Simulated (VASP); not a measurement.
# Mo (Im-3m) in VASP: further runs

The runs below take Mo through relaxation of cell and atoms, single point, with PBE.

All numbers are computed with VASP 6.6.1; they aren't measurements. Logs are shortened: lines on timing, memory, paths and dates and some standing lists are left out, and cuts for length are marked.

### 1 The cell of the first run

It takes space group Im-3m (No. 229, cubic). Conventional cell: a = 3.140 Å, b = 3.140 Å, c = 3.140 Å, α = 90.00°, β = 90.00°, γ = 90.00°. Within 3.6 Å of Mo (site symmetry m-3m) lie 14 Mo at 2.72 to 3.14 Å.

### 2 Relaxation of cell and atoms, PBE, target pressure 2 GPa, at which the enthalpy is minimised

The input, INCAR:

```
SYSTEM = Mo
PREC = Accurate ; ENCUT = 600
EDIFF = 1E-6 ; ISMEAR = 0
SIGMA = 0.1 ; LREAL = .False.
LASPH = .True. ; NELM = 60
ALGO = Normal ; ISIF = 3
LWAVE = .False. ; LCHARG = .False.
GGA = PE ; IBRION = 2
NSW = 70 ; EDIFFG = -0.008
PSTRESS = 20.0
```

The input, KPOINTS:

```
regular mesh
0
Gamma
  18 18 18
  0 0 0
```

The input, POSCAR:

```
Mo
1.0
   -1.5700094538      1.5700094538      1.5700094538
    1.5700094538     -1.5700094538      1.5700094538
    1.5700094538      1.5700094538     -1.5700094538
Mo
1
Direct
    0.0000000000      0.0000000000      0.0000000000
```

Potentials or basis: VASP PAW PBE potentials, release 64 (Mo_sv).

Run with:

```console
cat potpaw_PBE.64/Mo_sv/POTCAR > POTCAR
mpirun -np 1 vasp_std > vasp.out
```

OUTCAR:

```text
SYSTEM = Mo
   PREC = Accurate
   ENCUT = 600
   EDIFF = 1E-6
   ISMEAR = 0
   LREAL = .False.
   LASPH = .True.
   NELM = 60
   ISIF = 3
   GGA = PE
   IBRION = 2
   NSW = 70
   EDIFFG = -0.008
   PSTRESS = 20.0

 ion  position               nearest neighbor table
   1  0.000  0.000  0.000-

  LATTYP: Found a body centered cubic cell.
 ALAT       =     3.1400189076

  Lattice vectors:

 A1 = (  -1.5700094538,   1.5700094538,   1.5700094538)
 A2 = (   1.5700094538,  -1.5700094538,   1.5700094538)
 A3 = (   1.5700094538,   1.5700094538,  -1.5700094538)

Analysis of symmetry for initial positions (statically):
=====================================================================
 Subroutine PRICEL returns:
 Original cell was already a primitive cell.

 Routine SETGRP: Setting up the symmetry group for a
 body centered cubic supercell.

 Subroutine GETGRP returns: Found 48 space group operations
 (whereof 48 operations were pure point group operations)
 out of a pool of 48 trial point group operations.

The static configuration has the point symmetry O_h .

Analysis of symmetry for dynamics (positions and initial velocities):
=====================================================================
 Subroutine PRICEL returns:
 Original cell was already a primitive cell.

 Routine SETGRP: Setting up the symmetry group for a
 body centered cubic supercell.

 Subroutine GETGRP returns: Found 48 space group operations
 (whereof 48 operations were pure point group operations)
 out of a pool of 48 trial point group operations.

The dynamic configuration has the point symmetry O_h .

 Subroutine INISYM returns: Found 48 space group operations
 (whereof 48 operations are pure point group operations),
 and found     1 'primitive' translations

----------------------------------------------------------------------------------------

                                     Primitive cell

  volume of cell :      15.4799

  direct lattice vectors                    reciprocal lattice vectors
    -1.570009454  1.570009454  1.570009454     0.000000000  0.318469420  0.318469420
     1.570009454 -1.570009454  1.570009454     0.318469420  0.000000000  0.318469420
     1.570009454  1.570009454 -1.570009454     0.318469420  0.318469420  0.000000000

  length of vectors
     2.719336142  2.719336142  2.719336142     0.450383773  0.450383773  0.450383773

  position of ions in fractional coordinates (direct lattice)
     0.000000000  0.000000000  0.000000000

  ion indices of the primitive-cell ions
   primitive index   ion index
                 1           1

----------------------------------------------------------------------------------------

 KPOINTS: regular mesh

Automatic generation of k-mesh.
 Grid dimensions read from file:
 generate k-points for:   18   18   18

 Generating k-lattice:

  Cartesian coordinates                     Fractional coordinates (reciprocal lattice)
     0.000000000  0.017692746  0.017692746     0.055555556  0.000000000  0.000000000
     0.017692746  0.000000000  0.017692746     0.000000000  0.055555556  0.000000000
     0.017692746  0.017692746  0.000000000     0.000000000  0.000000000  0.055555556

  Length of vectors
     0.025021321  0.025021321  0.025021321

  Shift w.r.t. Gamma in fractional coordinates (k-lattice)
     0.000000000  0.000000000  0.000000000

 Subroutine IBZKPT returns following result:
 ===========================================

 Found    195 irreducible k-points:

 Following reciprocal coordinates:
            Coordinates               Weight
  0.000000  0.000000  0.000000      1.000000
  0.055556  0.000000  0.000000     12.000000
  0.111111  0.000000  0.000000     12.000000
  0.166667  0.000000  0.000000     12.000000
  0.222222  0.000000  0.000000     12.000000
  0.277778  0.000000  0.000000     12.000000
[... 16 lines left out ...]
  0.333333  0.111111 -0.000000     48.000000
  0.388889  0.111111 -0.000000     48.000000
 [... further k-points ...]
   k-points           NKPTS =    195   k-points in BZ     NKDIM =    195   number of bands    NBANDS=     11
   number of dos      NEDOS =    301   number of ions     NIONS =      1
   total plane-waves  NPLWV =  13824
   dimension x,y,z NGX =    24 NGY =   24 NGZ =   24
   dimension x,y,z NGXF=    48 NGYF=   48 NGZF=   48
   ions per type =               1
   NGX,Y,Z   is equivalent  to a cutoff of  14.67, 14.67, 14.67 a.u.
   NGXF,Y,Z  is equivalent  to a cutoff of  29.34, 29.34, 29.34 a.u.
 SYSTEM =  Mo
   PREC   = accura    normal or accurate (medium, high low for compatibility)
   ISTART =      0    job   : 0-new  1-cont  2-samecut
   ICHARG =      2    charge: 1-file 2-atom 10-const
   ISPIN  =      1    spin polarized calculation?
   LNONCOLLINEAR =      F non collinear calculations
   LSORBIT =      F    spin-orbit coupling
   LASPH  =      T    aspherical Exc in radial PAW
   ENCUT  =  600.0 eV  44.10 Ry    6.64 a.u.   5.43  5.43  5.43*2*pi/ulx,y,z
   NELM   =     60;   NELMIN=  2; NELMDL= -5     # of ELM steps
   EDIFF  = 0.1E-05   stopping-criterion for ELM
   LREAL  =      F    real-space projection
   EDIFFG = -.8E-02   stopping-criterion for IOM
   NSW    =     70    number of steps for IOM
   IBRION =      2    ionic relax: 0-MD 1-quasi-New 2-CG
   NFREE  =      1    steps in history (QN), initial steepest desc. (CG)
   ISIF   =      3    stress and relaxation
   ISYM   =      2    0-nonsym 1-usesym 2-fastsym
   POTIM  = 0.5000    time-step for ionic-motion
   TEBEG  =    0.0;   TEEND  =   0.0 temperature during run
   PSTRESS=   20.0 pullay stress
   NELECT =      14.0000    total number of electrons
   NUPDOWN=      -1.0000    fix difference up-down
   EMIN   =  10.00;   EMAX   =-10.00  energy-range for DOS
   EFERMI =   0.00;   METHOD = LEGACY
   ISMEAR =     0;   SIGMA  =   0.10  broadening in eV -4-tet -1-fermi 0-gaus
   EFERMI_NEDOS =   21; number of points for ismear=-14 and -15
   IALGO  =     38    algorithm
   IMIX   =      4    mixing-type and parameters
     AMIX     =   0.40;   BMIX     =  1.00
     AMIX_MAG =   1.60;   BMIX_MAG =  1.00
  volume/ion in A,a.u.               =      15.48       104.46
  Fermi-wavevector in a.u.,A,eV,Ry     =   1.583174  2.991765 34.102174  2.506439
  Thomas-Fermi vector in A             =   2.682985
   LORBIT       =      0    0 simple, 1 ext, 2 COOP (PROOUT), +10 PAW based schemes
   GGA     = PE    functional components
   LHFCALC =     F    Hartree Fock is set to
   AEXX    =    0.0000 exact exchange contribution
   IVDW    =     0    specifies the selected vdW correction
   LEPSILON=     F    determine dielectric tensor
   LRPA    =     F    only Hartree local field effects (RPA)
 conjugate gradient relaxation of ions
 non-spin polarized calculation
 Gauss-broadening in eV      SIGMA  =   0.10
  energy-cutoff  :      600.00
  volume of cell :       15.48
 maximum number of plane-waves:       533
 NGX is ok and might be reduce to    24

--------------------------------------- Ionic step        1  -------------------------------------------

 number of electron      14.0000001 magnetization

 Free energy of the ion-electron system (eV)
  ---------------------------------------------------
  ext. energy  EPLUGINS =         0.00000000
  ---------------------------------------------------
  free energy    TOTEN  =       -10.92901253 eV

  energy without entropy =      -10.92659789  energy(sigma->0) =      -10.92780521

------------------------ aborting loop because EDIFF is reached ----------------------------------------

  FORCE on cell =-STRESS in cart. coord.  units (eV):
  Direction    XX          YY          ZZ          XY          YZ          ZX
  --------------------------------------------------------------------------------------
  -------------------------------------------------------------------------------------
  Total        0.5524195      0.5524195      0.5524195     -0.0000000     -0.0000000      0.0000000
  in kB       57.1758687     57.1758687     57.1758687     -0.0000000     -0.0000000      0.0000000
  external PRESSURE =      37.1758687 kB  Pullay stress =      20.0000000 kB
[... 59 lines left out ...]
  enthalpy is  TOTEN    =       -10.7195666493 eV   P V=        0.2034553925

--------------------------------------- Ionic step        3  -------------------------------------------

 number of electron      14.0000002 magnetization

 Free energy of the ion-electron system (eV)
  ---------------------------------------------------
  ext. energy  EPLUGINS =         0.00000000
  ---------------------------------------------------
  free energy    TOTEN  =       -10.93404008 eV

  energy without entropy =      -10.93146077  energy(sigma->0) =      -10.93275042

 E-fermi :  12.5505     XC(G=0): -13.3686

 val. band max:       12.5375912289   @ k =   0.3889   0.1111  -0.0000
 cond. band min:      12.5524212996   @ k =  -0.3889   0.4444   0.2778
 fundamental gap:      0.0148300707
 Fermi energy:        12.5504910500

 k-point     1 :       0.0000    0.0000    0.0000
  band No.  band energies     occupation
      1     -48.7488      2.00000
      2     -22.0245      2.00000
      3     -22.0245      2.00000
      4     -22.0245      2.00000
      5       5.3088      2.00000
      6      11.1747      2.00000
      7      11.1747      2.00000
      8      11.1747      2.00000
      9      14.1863      0.00000
     10      14.1863      0.00000
     11      27.3581      0.00000
[... 309 lines left out ...]
 k-point    24 :       0.3889    0.1111   -0.0000
  band No.  band energies     occupation
      1     -48.4881      2.00000
      2     -23.3215      2.00000
      3     -22.5040      2.00000
      4     -22.0957      2.00000
      5       7.6420      2.00000
      6       9.3045      2.00000
      7      12.5376      1.14476
      8      14.0881      0.00000
      9      15.2179      0.00000
     10      17.8940      0.00000
     11      24.1951      0.00000

 [... further k-points ...]

------------------------ aborting loop because EDIFF is reached ----------------------------------------

  FORCE on cell =-STRESS in cart. coord.  units (eV):
  Direction    XX          YY          ZZ          XY          YZ          ZX
  --------------------------------------------------------------------------------------
  -------------------------------------------------------------------------------------
  Total        0.1912858      0.1912858      0.1912858     -0.0000000      0.0000000     -0.0000000
  in kB       19.5307646     19.5307646     19.5307646     -0.0000000      0.0000000     -0.0000000
  external PRESSURE =      -0.4692354 kB  Pullay stress =      20.0000000 kB
[... 16 lines left out ...]
  FREE ENERGIE OF THE ION-ELECTRON SYSTEM (eV)
  ---------------------------------------------------
  free  energy   TOTEN  =       -10.9340400761 eV

  energy  without entropy=      -10.9314607714  energy(sigma->0) =      -10.93275042

  enthalpy is  TOTEN    =       -10.7381585035 eV   P V=        0.1958815725

 reached required accuracy - stopping structural energy minimisation
```

It took 41 s on 1 thread of Intel Xeon Platinum 8259CL at 2.50GHz (Skylake/Cascade Lake), shared host; peak memory 0.18 GiB.

What came out:

| Quantity | Value |
| --- | --- |
| Free energy | -10.9340 eV |
| Relaxed volume | 15.69 Å³/atom |
| Relaxed cell | a = 2.732 Å, b = 2.732 Å, c = 2.732 Å, α = 109.47°, β = 109.47°, γ = 109.47° |
| Space group after relaxing (to 0.05 Å) | Im-3m (No. 229) |
| Energy change on relaxing (the enthalpy is what falls) | -5.0 meV/atom |
| Ionic steps | 3 |
| Pressure after relaxing | 2.0 GPa |
| Band gap on the k mesh | zero (band 7 reaches 16.49 eV, above the bottom of band 8 at 11.17 eV) |

The path:
| step | energy change (eV) | largest force (eV/Å) | pressure (GPa) | volume (Å³) |
| --- | --- | --- | --- | --- |
| 1 | 0.0000 | 0.0000 | 5.72 | 15.48 |
| 2 | 0.0060 | 0.0000 | -7.44 | 16.30 |
| 3 | -0.0050 | 0.0000 | 1.95 | 15.69 |

Final structure:
```xyz
1
Lattice="-1.5771 1.5771 1.5771 1.5771 -1.5771 1.5771 1.5771 1.5771 -1.5771" Properties=species:S:1:pos:R:3 pbc="T T T"
Mo    0.0000    0.0000    0.0000
```

Caveat: the cell is relaxed towards a set pressure, so the enthalpy falls and the energy may rise.

### 3 Relaxation of cell and atoms, PBE, target pressure 5 GPa, at which the enthalpy is minimised

The input, INCAR:

```
SYSTEM = Mo
PREC = Accurate
ENCUT = 600
EDIFF = 1E-6
ISMEAR = 0
SIGMA = 0.1
LREAL = .FALSE.
LASPH = .TRUE.
NELM = 80
ALGO = Normal
ISIF = 3
LWAVE = .FALSE.
LCHARG = .FALSE.
GGA = PE
IBRION = 2
NSW = 70
EDIFFG = -0.008
PSTRESS = 50.0
```

The input, KPOINTS:

```
regular mesh
0
G
  18 18 18
  0 0 0
```

The input, POSCAR:

```
Mo
1.0
   -1.5704040727      1.5704040727      1.5704040727
    1.5704040727     -1.5704040727      1.5704040727
    1.5704040727      1.5704040727     -1.5704040727
Mo
1
Direct
    0.0000000000      0.0000000000      0.0000000000
```

Potentials or basis: VASP PAW PBE potentials, release 64 (Mo_sv).

Run with:

```console
cat potpaw_PBE.64/Mo_sv/POTCAR > POTCAR
mpirun -np 1 vasp_std > vasp.out
```

It took 35 s on 1 thread of Intel Xeon Platinum 8259CL at 2.50GHz (Skylake/Cascade Lake), shared host; peak memory 0.18 GiB.

Results (log left out):

- Free energy: -10.9303 eV
- Relaxed volume: 15.52 Å³/atom
- Relaxed cell: a = 2.722 Å, b = 2.722 Å, c = 2.722 Å, α = 109.47°, β = 109.47°, γ = 109.47°
- Space group after relaxing (to 0.05 Å): Im-3m (No. 229)
- Energy change on relaxing (the enthalpy is what falls): -0.9 meV/atom
- Ionic steps: 3
- Pressure after relaxing: 5.0 GPa
- Band gap on the k mesh: zero (band 7 reaches 16.73 eV, above the bottom of band 8 at 11.33 eV)

The path:
```tsv
step	energy change (eV)	largest force (eV/Å)	pressure (GPa)	volume (Å³)
1	0.0000	0.0000	5.50	15.49
2	-0.0031	0.0000	3.54	15.60
3	-0.0009	0.0000	5.01	15.52
```

Final structure:
```xyz
1
Lattice="-1.5713 1.5713 1.5713 1.5713 -1.5713 1.5713 1.5713 1.5713 -1.5713" Properties=species:S:1:pos:R:3 pbc="T T T"
Mo    0.0000    0.0000    0.0000
```

Levels at points of the mesh, in eV from the Fermi level:
| k point | band 5 | band 6 | band 7 | band 8 | band 9 | band 10 |
| --- | --- | --- | --- | --- | --- | --- |
| (0.00, 0.00, 0.00) | -7.28 | -1.40 | -1.40 | -1.40 | 1.65 | 1.65 |
| (0.50, 0.00, 0.00) | -5.39 | -3.46 | 1.63 | 1.69 | 2.32 | 4.77 |
| (0.50, 0.50, 0.50) | -5.52 | -5.52 | 4.00 | 4.00 | 4.00 | 9.10 |

Caveat: the cell is relaxed towards a set pressure, so the enthalpy falls and the energy may rise.

### 4 Single point, PBE

This run uses another cell than the first one: it holds 3 atoms, not 1.

The input, INCAR:

```
SYSTEM = Mo
PREC = Accurate
ENCUT = 520
EDIFF = 1E-6
ISMEAR = 0
SIGMA = 0.1
LREAL = .False.
LASPH = .True.
NELM = 100
ALGO = Fast
ISIF = 2
LWAVE = .False.
LCHARG = .True.
GGA = PE
LELF = .True.
LVHAR = .True.
NBANDS = 28
```

The input, KPOINTS:

```
regular mesh
0
Gamma
  14 14 14
  0 0 0
```

The input, POSCAR:

```
Mo
1.0
    3.1612985568      0.0000000000      0.0000000000
    0.0000000000      3.1612985568      0.0000000000
   -1.5806492784     -1.5806492784      4.7421157906
Mo
3
Direct
    0.0000000000      0.0000000000      0.0000000000
    0.3333333333      0.3333333333      0.6666666667
    0.6666666667      0.6666666667      0.3333333333
```

Run with:

```console
cat potpaw_PBE.64/Mo_sv/POTCAR > POTCAR
mpirun -np 1 vasp_std > vasp.out
```

Wall time 90 s (1 thread of Intel Xeon 6975P-C (Granite Rapids), shared host); peak memory 0.33 GiB.

The run converged. Its results:

* Free energy: -32.8072 eV
* Pressure: 0.5 GPa
* Band gap on the k mesh: zero (band 21 reaches 14.01 eV, above the bottom of band 22 at 11.48 eV)

Levels at points of the mesh, in eV from the Fermi level:
| k point | band 19 | band 20 | band 21 | band 22 | band 23 | band 24 |
| --- | --- | --- | --- | --- | --- | --- |
| (0.00, 0.00, 0.00) | -1.36 | -1.36 | 0.67 | 0.67 | 0.67 | 0.67 |
| (0.50, 0.00, 0.00) | -1.82 | -1.82 | 0.17 | 0.17 | 1.57 | 1.65 |
| (0.50, 0.50, 0.00) | -1.41 | -1.41 | 1.57 | 1.65 | 2.17 | 2.17 |
| (0.00, 0.00, 0.50) | -1.26 | -1.26 | -0.83 | -0.83 | -0.33 | -0.33 |

### 5 Single point, PBE

This run uses another cell than the first one, of 15.79 Å³/atom, 1.020 times its volume.

The input, INCAR:

```
  PREC = Accurate
  ENCUT = 520
  EDIFF = 1E-7
  ISMEAR = 0
  SIGMA = 0.1
  LREAL = F
  LASPH = T
  NELM = 100
  ALGO = Normal
  ISIF = 2
  LWAVE = F
  LCHARG = F
  GGA = PE
  NBANDS = 13
```

The input, KPOINTS:

```
Automatic mesh
0
Gamma
  18 18 18
```

The input, POSCAR:

```
Mo
1.0
   -1.5803010921      1.5803010921      1.5803010921
    1.5803010921     -1.5803010921      1.5803010921
    1.5803010921      1.5803010921     -1.5803010921
Mo
1
Direct
    0.0000000000      0.0000000000      0.0000000000
```

Run with:

```console
cat potpaw_PBE.64/Mo_sv/POTCAR > POTCAR
mpirun -np 1 vasp_std > vasp.out
```

It took 11 s on 1 thread of Intel Xeon 6975P-C (Granite Rapids), shared host; peak memory 0.15 GiB.

The run converged. Its results:

* Free energy: -10.9350 eV
* Pressure: 0.5 GPa
* Band gap on the k mesh: zero (band 7 reaches 16.36 eV, above the bottom of band 8 at 11.09 eV)

Levels at points of the mesh, in eV from the Fermi level:
| k point | band 5 | band 6 | band 7 | band 8 | band 9 | band 10 |
| --- | --- | --- | --- | --- | --- | --- |
| (0.00, 0.00, 0.00) | -7.22 | -1.36 | -1.36 | -1.36 | 1.63 | 1.63 |
| (0.50, 0.00, 0.00) | -5.28 | -3.37 | 1.57 | 1.65 | 2.27 | 4.66 |
| (0.50, 0.50, 0.50) | -5.38 | -5.38 | 3.91 | 3.91 | 3.91 | 8.97 |

### 6 Overview

```tsv
task	cell	k mesh	cutoff (eV)	gap on the mesh (eV)	pressure (GPa)
relaxation of cell and atoms	relaxed to 2 GPa from a = 2.719 Å, angles 109.5°, 1 atom	18 × 18 × 18	600	none	2.0
relaxation of cell and atoms	relaxed to 5 GPa from a = 2.720 Å, angles 109.5°, 1 atom	18 × 18 × 18	600	none	5.0
single point	a = 3.161, b = 3.161, c = 5.243 Å, angles 107.5, 107.5, 90.0°, 3 atoms	14 × 14 × 14	520	none	0.5
single point	a = 2.737 Å, angles 109.5°, 1 atom	18 × 18 × 18	520	none	0.5
```

Alike in all rows: level PBE; potentials or basis VASP PAW PBE potentials, release 64 (Mo_sv); no spin polarisation; smearing gaussian 0.1 eV.

Caveats: the cell is relaxed towards a set pressure, so the enthalpy falls and the energy may rise (some runs).

Absolute energies hang on the potentials; compare differences alone.
